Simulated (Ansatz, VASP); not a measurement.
**SnSe: VASP beside Ansatz**

Contents of INCAR:

```
SYSTEM = SnSe
ALGO = Normal
EDIFF = 1E-6
ENCUT = 520
GGA = CA
ISIF = 2
ISMEAR = 0
LASPH = .True.
LCHARG = .False.
LREAL = .False.
LWAVE = .False.
NBANDS = 17
NELM = 60
PREC = Accurate
SIGMA = 0.05
```

The input KPOINTS:

```
k-points
0
Gamma
  10 10 10
  0 0 0
```

The input POSCAR:

```
SnSe
1.0
    0.0000000000      2.6998964496      3.5098653845
    2.6998964496      0.0000000000      3.5098653845
    2.6998964496      2.6998964496      0.0000000000
Sn Se
1 1
Direct
    0.0000000000      0.0000000000      0.0000000000
    0.5000000000      0.5000000000      0.5000000000
```

Input for Ansatz:

```yaml
crystal:
  lattice:
    - [0.0, 2.6998964496, 3.5098653845]
    - [2.6998964496, 0.0, 3.5098653845]
    - [2.6998964496, 2.6998964496, 0.0]
  atoms:
    - { symbol: Sn, position: [0.0, 0.0, 0.0] }
    - { symbol: Se, position: [0.5, 0.5, 0.5] }
basis:
  ecutwfc: 420
kpoints:
  mp_grid: { grid: [10, 10, 10] }
hamiltonian:
  xc: lda
scf:
  occupations: { method: gaussian, width: 0.05 }
output:
  forces: true
  stress: true
  eigenvalues: true
```

Alike in both runs: task single point; functional LDA; k mesh 10 × 10 × 10; occupations gaussian, width 0.05 eV; no spin polarisation.

|  | VASP | Ansatz |
| --- | --- | --- |
| version | VASP 6.6.1 | Ansatz 0.2.0 |
| potentials or method | VASP PAW LDA potentials, release 64 (Sn_d, Se), cutoff 520 eV | scalar-relativistic, plane waves, PAW |
| valence electrons in the cell | 20 | 30 |

```csv
,VASP,Ansatz,Ansatz less VASP
gap on the k mesh at the Fermi level (eV),none,none,-
pressure (GPa),8.2,8.1,-0.15
"traceless stress, the component that is largest in VASP (GPa)",-15.01,-14.89,+0.122
```

LDA's correlation is that of Perdew and Zunger in VASP and of Perdew and Wang (1992) in Ansatz. A gap of «none» marks a metal or a gap that the smearing closes. VASP's potentials hold 20 valence electrons a cell and Ansatz's 30, so a difference there can come from the potentials and not from the codes.
